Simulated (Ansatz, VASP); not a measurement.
# One calculation of HfC, two programs

The input INCAR:

```
SYSTEM = HfC
PREC = Accurate ; ENCUT = 600
EDIFF = 1E-6 ; ISMEAR = 0
SIGMA = 0.1 ; LREAL = .False.
LASPH = .True. ; NELM = 80
ALGO = Normal ; ISIF = 3
LWAVE = .False. ; LCHARG = .False.
GGA = PE ; IBRION = 2
NSW = 100 ; EDIFFG = -0.01
```

Contents of KPOINTS:

```
regular mesh
0
Gamma
  20 20 20
  0 0 0
```

The input POSCAR:

```
HfC
1.0
    0.0000000000      2.3256864192      2.3256864192
    2.3256864192      0.0000000000      2.3256864192
    2.3256864192      2.3256864192      0.0000000000
Hf C
1 1
Direct
    0.0000000000      0.0000000000      0.0000000000
    0.5000000000      0.5000000000      0.5000000000
```

Input for Ansatz:

```yaml
crystal:
  lattice:
    - [0.0, 2.3256864192, 2.3256864192]
    - [2.3256864192, 0.0, 2.3256864192]
    - [2.3256864192, 2.3256864192, 0.0]
  atoms:
    - { symbol: Hf, position: [0.0, 0.0, 0.0] }
    - { symbol: C, position: [0.5, 0.5, 0.5] }
basis:
  ecutwfc: 420
kpoints:
  mp_grid: { grid: [20, 20, 20] }
hamiltonian:
  xc: pbe
scf:
  occupations: { method: gaussian, width: 0.1 }
output:
  forces: true
  stress: true
  eigenvalues: true
  write_density: true
  write_potential: true
  elf: true
  volumetric_format: npy
relax:
  adjacent_minimum: "off"
  f_tol: 0.01
  max_steps: 80
  cell: { stress_tol: 0.05 }
```

Alike in both runs: task relaxation of cell and atoms; functional PBE; k mesh 20 × 20 × 20; occupations gaussian, width 0.1 eV; no spin polarisation.

|  | VASP | Ansatz |
| --- | --- | --- |
| version | VASP 6.6.1 | Ansatz 0.2.0 |
| potentials or method | VASP PAW PBE potentials, release 64 (Hf_pv, C), cutoff 600 eV | scalar-relativistic, plane waves, PAW |
| valence electrons in the cell | 14 | 30 |

```csv
,VASP,Ansatz,Ansatz less VASP
"gap on the k mesh at the Fermi level, each at its own relaxed structure (eV)",none,none,-
relaxed volume (Å³/atom),12.54,12.58,+0.040
relaxed cell length with the largest relative difference (Å),3.286,3.289,+0.0035
```

A gap of «none» marks a metal or a gap that the smearing closes. VASP's potentials hold 14 valence electrons a cell and Ansatz's 30, so a difference there can come from the potentials and not from the codes.

Spin-orbit coupling is off throughout.
